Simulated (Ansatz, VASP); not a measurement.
## CuO in VASP and in Ansatz

```
Cu O
1.0
     2.34465   -1.71340    0.00000
     2.34465    1.71340    0.00000
    -0.86055    0.00000    5.05944
Cu O
2 2
Direct
  0.00320 0.49680 0.00000
  0.49680 0.00320 0.50000
  0.57140 0.40560 0.25370
  0.40560 0.57140 0.75370
```

Alike in both runs: task single point; functional PBEsol; k mesh 8 × 8 × 5; occupations gaussian, width 0.05 eV; collinear spin; Hubbard terms Cu d U = 6.0 eV.

|  | VASP | Ansatz |
| --- | --- | --- |
| version | VASP 6.6.1 | Ansatz 0.2.0 |
| potentials or method | VASP PAW PBE potentials, release 64 (Cu, O), cutoff 520 eV | scalar-relativistic, plane waves, PAW |
| valence electrons in the cell | 34 | 50 |

Ansatz gave:

* gap on the k mesh at the Fermi level (eV): 0.53
* least direct gap on the mesh (eV): 0.79
* pressure (GPa): 0.0
* traceless stress, the component that is largest in VASP (GPa): 0.40
* rms of the force components (eV/Å): 0.448
* net moment per atom (μB): 0.00
* size of the moment on the site where the two differ most (μB): 0.55

Question: What did VASP give for the same quantities?

Answer: gap on the k mesh at the Fermi level (eV): 1.02; least direct gap on the mesh (eV): 1.29; pressure (GPa): -5.7; traceless stress, the component that is largest in VASP (GPa): 1.25; rms of the force components (eV/Å): 0.395; net moment per atom (μB): 0.00; size of the moment on the site where the two differ most (μB): 0.62.

VASP's potentials were made for PBE, not for PBEsol. Site moments also hang on the region over which each program counts them. The programs project onto different local orbitals, so the same U acts differently, and such runs can settle in different states. Atom by atom the forces differ by 0.057 eV/Å (rms over components). VASP's potentials hold 34 valence electrons a cell and Ansatz's 50, so a difference there can come from the potentials and not from the codes.
